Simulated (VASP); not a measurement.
Input of a VASP 6.6.1 run:

The input INCAR:

```
SYSTEM = GePt
  ALGO = Normal
  EDIFF = 1E-7
  ENCUT = 520
  GGA = PE
  ISIF = 2
  ISMEAR = 0
  LASPH = .TRUE.
  LCHARG = .FALSE.
  LREAL = .FALSE.
  LWAVE = .FALSE.
  NBANDS = 32
  NELM = 60
  PREC = Accurate
  SIGMA = 0.1
```

The input KPOINTS:

```
k-points
0
G
  6 6 4
  0 0 0
```

Contents of POSCAR:

```
GePt
1.0
    4.5020050355      0.0000000000      0.0000000000
   -2.2510025177      3.8988507287      0.0000000000
    0.0000000000      0.0000000000      4.9868145413
Ge Pt
2 2
Direct
    0.3333333333      0.6666666667      0.0000000000
    0.6666666667      0.3333333333      0.0000000000
    0.3333333333      0.6666666667      0.5000000000
    0.6666666667      0.3333333333      0.5000000000
```

Potentials or basis: VASP PAW PBE potentials, release 64 (Ge_d, Pt).

The run is started by

```sh
$ cat potpaw_PBE.64/Ge_d/POTCAR potpaw_PBE.64/Pt/POTCAR > POTCAR
$ mpirun -np 1 vasp_std > vasp.out
```

What does it give for the band gap on the k mesh?

Zero (bands 24 and 25 overlap by 0.97 eV).

Predict the pressure.

0.0 GPa.

Stress tensor (GPa, compression positive):
```
-0.12  0.00  0.00
 0.00 -0.12  0.00
 0.00  0.00  0.13
```

Caveat: spin-orbit coupling is left out, which moves the levels of the heavy elements.
